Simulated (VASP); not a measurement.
A run of VASP 6.6.1 is set up as follows.

File INCAR:

```
SYSTEM = AgH12O6F
ALGO = Normal
EDIFF = 1E-6
ENCUT = 520
GGA = PE
GGA_COMPAT = .FALSE.
ISIF = 2
ISMEAR = -1
LASPH = .TRUE.
LCHARG = .FALSE.
LREAL = .FALSE.
LWAVE = .FALSE.
NBANDS = 49
NELM = 120
PREC = Accurate
SIGMA = 0.05
```

KPOINTS

```
k-points
0
G
  1 1 1
  0 0 0
```

The input POSCAR:

```
AgH12O6F
1.0
    6.0731780000      0.0000000000      0.0000000000
    0.0000000000      6.0731780000      0.0000000000
    0.0000000000      0.0000000000      6.0731780000
O H Ag F
6 12 1 1
Direct
    0.1687090350      0.6493140823      0.0346112036
   -0.0111473762      0.7999271551      0.5974631404
    0.6048069067      0.6293245480      0.4199778106
   -0.0235626224      0.3643397246      0.4994255067
    0.7475163745      0.3519080126      0.9015378769
    0.2839040779      0.0603308515      0.4016513265
    0.1195255598      0.7522256058     -0.0772742047
    0.0325035756      0.5742133690      0.0809460879
    0.0998159448      0.8982447081      0.5300355102
    0.0221465598      0.6415092724      0.5589659977
    0.7228011430      0.7191292598      0.4906821437
    0.4920488087      0.7360561472      0.4037589545
   -0.1473857674      0.3506401426      0.4006139784
    0.0894259974      0.2676852218      0.4219207802
    0.8192745215      0.3104305522      0.7533782148
    0.6799240859      0.2172338766      0.9715177128
    0.3768866975      0.0446553682      0.2618233814
    0.3928914977      0.1149151235      0.5077078261
    0.6192474517      0.6769602340      0.9896136751
    0.5380214445      0.0119542026      1.0663115753
```

Potentials or basis: VASP PAW PBE potentials, release 64 (O, H, Ag, F).

Launch:

```bash
$ cat potpaw_PBE.64/O/POTCAR potpaw_PBE.64/H/POTCAR potpaw_PBE.64/Ag/POTCAR potpaw_PBE.64/F/POTCAR > POTCAR
$ mpirun -np 1 vasp_gam > vasp.out
```

(1) Estimate the largest force.

(2) Predict the pressure.

Results:

(1) 1.790 eV/Å.

(2) -0.8 GPa.

Caveat: the k points lie up to 1.03 Å⁻¹ apart, too coarse for converged energies, forces and pressures.
